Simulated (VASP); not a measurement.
Input of a VASP 6.6.1 run:

The input INCAR:

```
SYSTEM = Fe
PREC     = Accurate       ! precision mode
ENCUT    = 520            ! plane-wave cutoff, eV
EDIFF    = 1E-6           ! SCF threshold, eV
ISMEAR   = 1              ! smearing method
SIGMA    = 0.05           ! smearing width, eV
LREAL    = .False.        ! projectors in reciprocal space
LASPH    = .True.         ! aspherical terms in the spheres
NELM     = 150            ! most SCF steps
ALGO     = Normal         ! electronic algorithm
ISIF     = 2              ! what is computed and relaxed
LWAVE    = .False.        ! write WAVECAR
LCHARG   = .False.        ! write CHGCAR
ISPIN    = 2              ! spin polarisation
MAGMOM   = 3.5            ! initial moments
LORBIT   = 11             ! projections on sites
LMAXMIX  = 4              ! l up to which the mixer works
GGA      = PE             ! functional
NBANDS   = 14             ! bands
```

The input KPOINTS:

```
regular mesh
0
Gamma
  9 9 9
  0 0 0
```

Contents of POSCAR:

```
Fe
1.0
    2.2557347602      0.0000000000      0.0000000000
    0.0000000000      2.2557347602      0.0000000000
    0.0000000000      0.0000000000      2.2557347602
Fe
1
Direct
    0.0000000000      0.0000000000      0.0000000000
```

Potentials or basis: VASP PAW PBE potentials, release 64 (Fe).

Launch:

```console
$ cat potpaw_PBE.64/Fe/POTCAR > POTCAR
$ mpirun -np 1 vasp_std > vasp.out
```

Task: Estimate the net moment.

Result: 2.33 μB per cell.

Task: What does it give for the pressure?

Result: 29.0 GPa.

Task: What does it give for the site moments?

Result: Fe +2.31 μB.
